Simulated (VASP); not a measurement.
Write the native input for VASP 6.6.1 that does the following.

```yaml
Task: single point
Functional: r2SCAN
Potentials_or_basis: VASP PAW PBE potentials, release 64 (Tl_d)
Cutoff: 520 eV
k_mesh: 9 × 9 × 5
Occupations: fermi-dirac, width 0.05 eV
Spin: no spin polarisation
Dipole_correction: no
Further_INCAR_settings: ALGO = Normal; EDIFF = 1e-06; NBANDS = 20
```

Tl:

```xyz
2
Lattice="3.4093 0.0000 0.0000 -1.7046 2.9525 0.0000 0.0000 0.0000 5.4503" Properties=species:S:1:pos:R:3 pbc="T T T"
Tl    1.7046    0.9842    4.0877
Tl    0.0000    1.9684    1.3626
```

One way to write it, as run:

POSCAR

```
Tl
1.0
    3.4092915716      0.0000000000      0.0000000000
   -1.7046457858      2.9525331099      0.0000000000
    0.0000000000      0.0000000000      5.4503286843
Tl
2
Direct
    0.6666666667      0.3333333333      0.7500000000
    0.3333333333      0.6666666667      0.2500000000
```

INCAR.step1

```
PREC     = Accurate       # precision mode
ENCUT    = 520            # plane-wave cutoff, eV
ISMEAR   = -1             # smearing method
SIGMA    = 0.05           # smearing width, eV
LREAL    = F              # projectors in reciprocal space
LASPH    = T              # aspherical terms in the spheres
NELM     = 60             # most SCF steps
NBANDS   = 20             # bands
GGA      = PE             # functional
ALGO     = Normal         # electronic algorithm
EDIFF    = 1E-4           # SCF threshold, eV
LWAVE    = T              # write WAVECAR
LCHARG   = F              # write CHGCAR
```

INCAR.step2

```
PREC     = Accurate       # precision mode
ENCUT    = 520            # plane-wave cutoff, eV
EDIFF    = 1E-6           # SCF threshold, eV
ISMEAR   = -1             # smearing method
SIGMA    = 0.05           # smearing width, eV
LREAL    = F              # projectors in reciprocal space
LASPH    = T              # aspherical terms in the spheres
NELM     = 60             # most SCF steps
ALGO     = Normal         # electronic algorithm
ISIF     = 2              # what is computed and relaxed
LWAVE    = F              # write WAVECAR
LCHARG   = T              # write CHGCAR
METAGGA  = R2SCAN         # meta-GGA
LMIXTAU  = T            
LELF     = T              # ELF
LVHAR    = T            
NBANDS   = 20             # bands
ISTART   = 1
```

KPOINTS

```
Automatic mesh
0
Gamma
  9 9 5
```

Potentials or basis: VASP PAW PBE potentials, release 64 (Tl_d).

Launch:

```sh
$ cat potpaw_PBE.64/Tl_d/POTCAR > POTCAR
$ cp INCAR.step1 INCAR
$ mpirun -np 1 vasp_std > vasp.out
$ cp INCAR.step2 INCAR
$ mpirun -np 1 vasp_std > vasp.out
```

It gave:

| Item | Value |
| --- | --- |
| Pressure | 4.0 GPa |
| Band gap on the k mesh | zero (bands 13 and 14 overlap by 4.00 eV) |

Caveat: the cell stands under pressure; the PAW data sets were made with another functional, which shifts forces and pressure a little; spin-orbit coupling is left out, which moves the levels of the heavy elements.

It took 58 s on 1 thread of Intel(R) Xeon(R) 6975P-C (Granite Rapids), on a shared host, peak memory 0.19 GiB.
